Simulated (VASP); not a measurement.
**Te2Mo: single point with LDA**

System: Te2Mo, a slab with vacuum.

```xyz
9
Lattice="3.4710 0.0000 0.0000 -1.7355 3.0060 0.0000 0.0000 0.0000 28.6962" Properties=species:S:1:pos:R:3 pbc="T T T"
Te    0.0000    0.0000   26.9892
Te    0.0000    2.0040   20.4573
Te    0.0000    2.0040    4.8282
Te    0.0000    2.0040   23.8680
Te    0.0000    2.0040    8.2389
Te    0.0000    0.0000    1.7070
Mo    0.0000    0.0000   22.1599
Mo    0.0000    0.0000    6.5363
Mo    0.0000    2.0040    0.0000
```

This cell differs from its parent crystal: strain +0.000 along x and y, -0.050 along z.

| Property | Result |
| --- | --- |
| Program | VASP 6.6.1 |
| Task | single point |
| Functional | LDA |
| Potentials or basis | VASP PAW LDA potentials, release 64 (Te, Mo_sv) |
| Cutoff | 520 eV |
| k mesh | 12 × 12 × 1 |
| Occupations | gaussian, width 0.05 eV |
| Spin | no spin polarisation |
| Dipole correction | no |
| Further INCAR settings | ALGO = Normal; EDIFF = 1e-07; NBANDS = 49 |

The largest force is 1.548 eV/Å. The band gap on the k mesh is 0.35 eV (least direct gap 1.02 eV).

Forces in eV/Å, atoms in the order of the input:
```
Te   0.000  0.000 -1.410
Te   0.000  0.000 -1.548
Te   0.000  0.000 -1.410
Te   0.000  0.000  1.410
Te   0.000  0.000  1.548
Te   0.000  0.000  1.410
Mo   0.000  0.000 -0.010
Mo   0.000  0.000  0.010
Mo   0.000  0.000  0.000
```

Levels at points of the mesh, in eV from the valence-band top:
```tsv
k point	band 36	band 37	band 38	band 39	band 40	band 41	band 42	band 43
(0.00, 0.00, 0.00)	-1.41	-1.23	-0.01	0.00	2.62	2.62	2.70	2.70
(0.50, 0.00, 0.00)	-1.46	-1.21	-1.03	-0.90	0.75	0.80	0.83	1.11
```

It took 14 min on 1 thread of Oxide Virtual Turin-like Processor, with other jobs on the host, peak memory 0.41 GiB.

Caveat: the cell differs from its parent crystal (strain +0.000 along x and y, -0.050 along z); there is no dipole correction, which matters where the two faces differ; semilocal functionals underestimate gaps, and a narrow one can read as zero; spin-orbit coupling is left out, which moves the levels of the heavy elements.
